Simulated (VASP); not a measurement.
Set up this calculation in VASP 6.6.1, as the native input.

```
Task                   : single point
Functional             : PBE
Potentials or basis    : VASP PAW PBE potentials, release 64 (Sr_sv, Ag, I)
Cutoff                 : 520 eV
k mesh                 : 4 × 4 × 4
Occupations            : gaussian, width 0.1 eV
Spin                   : no spin polarisation
Dipole correction      : no
Further INCAR settings : ALGO = Normal; EDIFF = 1e-07; NBANDS = 29
```

The structure of SrAgI3 lies in POSCAR:

```
SrAgI3
1.0
    4.1758286800     -4.1810995400      0.0000000000
    4.1758286800      4.1810995400      0.0000000000
   -0.0108549400      0.0000000000      5.9072709100
Sr Ag I
1 1 3
Direct
    0.9991380000      0.9991380000      0.9985799800
    0.4956080000      0.4956080000      0.4830929900
    0.4956040100      0.9994210000      0.4854030000
    0.5057990000      0.5057990000      0.9845100000
    0.9994210000      0.4956040100      0.4854030000
```

The input as run:

INCAR

```
ALGO = Normal
EDIFF = 1E-7
ENCUT = 520
GGA = PE
ISIF = 2
ISMEAR = 0
LASPH = T
LCHARG = T
LELF = T
LREAL = F
LVHAR = T
LWAVE = F
NBANDS = 29
NELM = 80
PREC = Accurate
SIGMA = 0.1
```

KPOINTS

```
k-points
0
Gamma
  4 4 4
```

Potentials or basis: VASP PAW PBE potentials, release 64 (Sr_sv, Ag, I).

Run with:

```console
$ cat potpaw_PBE.64/Sr_sv/POTCAR potpaw_PBE.64/Ag/POTCAR potpaw_PBE.64/I/POTCAR > POTCAR
$ mpirun -np 1 vasp_std > vasp.out
```

It gave:

- Pressure: -1.1 GPa
- Largest force: 0.111 eV/Å

It took 2.5 min on 1 thread of Intel(R) Xeon(R) Platinum 8488C (Sapphire Rapids), on a shared host, peak memory 0.41 GiB.
